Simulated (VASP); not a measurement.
CsMg2Br2:

```
Cs Mg Br
1.0
     5.93438    0.00000    0.00000
    -2.96719    5.13932    0.00000
     0.00000    0.00000    5.22106
Cs Mg Br
1 2 2
Cartesian
  0.0000 0.0000 2.6105
  0.0000 3.4262 2.6105
  2.9672 1.7131 2.6105
  0.0000 3.4262 0.0000
  2.9672 1.7131 0.0000
```

| Property | Result |
| --- | --- |
| Program | VASP 6.6.1 |
| Task | relaxation of cell and atoms |
| Functional | PBE |
| Potentials or basis | VASP PAW PBE potentials, release 64 (Cs_sv, Mg, Br) |
| Cutoff | 600 eV |
| k mesh | 3 × 3 × 4 |
| Occupations | gaussian, width 0.1 eV |
| Spin | no spin polarisation |

At the start: pressure 5.1 GPa; volume 31.85 Å³/atom.

How do energy, volume and symmetry change on relaxing?

Over 9 steps the energy falls by 159.7 meV/atom and the volume is 44.01 Å³/atom (+38.2 %); space group P6/mmm (No. 191, to 0.05 Å).

The path:
```
step  energy change (eV)  largest force (eV/Å)  pressure (GPa)  volume (Å³)
   1              0.0000                0.0000            5.05       159.24
   2             -0.5388                0.0000            1.88       183.49
   3             -0.7125                0.0000            0.16       206.58
   4             -0.7247                0.0000           -0.20       214.29
   5             -0.7251                0.0000           -0.30       216.65
   6             -0.7953                0.0000            0.04       218.05
   7             -0.7975                0.0000            0.13       218.30
   8             -0.7975                0.0000            0.15       218.32
   9             -0.7986                0.0000            0.08       220.07
```

Final structure:
```yaml
crystal:
  lattice:
    - [6.85885, 0.00000, 0.00000]
    - [-3.42943, 5.93994, 0.00000]
    - [0.00000, 0.00000, 5.40178]
  atoms:
    - { symbol: Cs, position: [0.00000, 0.00000, 0.50000] }
    - { symbol: Mg, position: [0.33333, 0.66667, 0.50000] }
    - { symbol: Mg, position: [0.66667, 0.33333, 0.50000] }
    - { symbol: Br, position: [0.33333, 0.66667, 0.00000] }
    - { symbol: Br, position: [0.66667, 0.33333, 0.00000] }
```

Caveat: the k points lie up to 0.35 Å⁻¹ apart in the final cell; the volume moved by over 15 % at a fixed basis, so the end points are rough; an odd number of electrons without spin polarisation forces a metal; a magnetic or distorted state may lie lower.
